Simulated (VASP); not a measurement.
Wanted: the native input for a VASP 6.6.1 run.

| Property | Result |
| --- | --- |
| Task | single point |
| Functional | PBE |
| Potentials or basis | VASP PAW PBE potentials, release 64 (Ba_sv, F) |
| Cutoff | 600 eV |
| k mesh | 8 × 8 × 8 |
| Occupations | fermi-dirac, width 0.05 eV |
| Spin | no spin polarisation |
| Dipole correction | no |
| Further INCAR settings | ALGO = Normal; EDIFF = 1e-06; NBANDS = 19 |

The structure of BaF2 lies in POSCAR:

```
BaF2
1.0
    0.0000000000      3.0581522964      3.0581522964
    3.0581522964      0.0000000000      3.0581522964
    3.0581522964      3.0581522964      0.0000000000
Ba F
1 2
Direct
    0.0000000000      0.0000000000      0.0000000000
    0.7500000000      0.7500000000      0.7500000000
    0.2500000000      0.2500000000      0.2500000000
```

The input as run:

INCAR

```
ALGO = Normal
EDIFF = 1E-6
ENCUT = 600
GGA = PE
GGA_COMPAT = False
ISIF = 2
ISMEAR = -1
LASPH = True
LCHARG = False
LREAL = False
LWAVE = False
NBANDS = 19
NELM = 120
PREC = Accurate
SIGMA = 0.05
```

KPOINTS

```
k-points
0
Gamma
  8 8 8
```

Potentials or basis: VASP PAW PBE potentials, release 64 (Ba_sv, F).

Command:

```console
$ cat potpaw_PBE.64/Ba_sv/POTCAR potpaw_PBE.64/F/POTCAR > POTCAR
$ mpirun -np 1 vasp_std > vasp.out
```

It gave:

- Pressure: 5.2 GPa
- Band gap on the k mesh: 6.94 eV (least direct gap 7.04 eV)

Caveat: the cell stands under pressure; spin-orbit coupling is left out, which moves the levels of the heavy elements.

It took 28 s on 1 thread of Intel(R) Xeon(R) Platinum 8259CL CPU @ 2.50GHz (Skylake/Cascade Lake), with other jobs on the host, peak memory 0.22 GiB.
